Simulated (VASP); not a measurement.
Wanted: the native input for a VASP 6.6.1 run.

```
Task                   : single point
Functional             : LDA
Potentials or basis    : VASP PAW LDA potentials, release 64 (Pt, Se)
Cutoff                 : 520 eV
k mesh                 : 10 × 10 × 8
Occupations            : gaussian, width 0.05 eV
Spin                   : no spin polarisation
Dipole correction      : no
Further INCAR settings : ALGO = Normal; EDIFF = 1e-06; NBANDS = 18
```

The structure of PtSe2 lies in POSCAR:

```
PtSe2
1.0
    3.7240000000      0.0000000000      0.0000000000
   -1.8620000000      3.2250786037      0.0000000000
    0.0000000000      0.0000000000      5.0620000000
Pt Se
1 2
Direct
    0.0000000000      0.0000000000      0.0000000000
    0.3333333333      0.6666666667      0.2528163286
    0.6666666667      0.3333333333      0.7471836714
```

These files were run (other wordings do the same):

INCAR

```
SYSTEM = PtSe2
  PREC = Accurate
  ENCUT = 520
  EDIFF = 1E-6
  ISMEAR = 0
  SIGMA = 0.05
  LREAL = .FALSE.
  LASPH = .TRUE.
  NELM = 60
  ALGO = Normal
  ISIF = 2
  LWAVE = .FALSE.
  LCHARG = .FALSE.
  NBANDS = 18
```

KPOINTS

```
Automatic mesh
0
G
  10 10 8
  0 0 0
```

Potentials or basis: VASP PAW LDA potentials, release 64 (Pt, Se).

Command:

```sh
$ cat potpaw_LDA.64/Pt/POTCAR potpaw_LDA.64/Se/POTCAR > POTCAR
$ mpirun -np 1 vasp_std > vasp.out
```

Results of the run:

| Item | Value |
| --- | --- |
| Pressure | -1.0 GPa |
| Largest force | 0.052 eV/Å |
| Band gap on the k mesh | zero (bands 11 and 12 overlap by 0.58 eV) |

Caveat: spin-orbit coupling is left out, which moves the levels of the heavy elements.

Run time: 74 s on 1 thread of Intel Xeon 8259CL, on a shared host, peak memory 0.23 GiB.
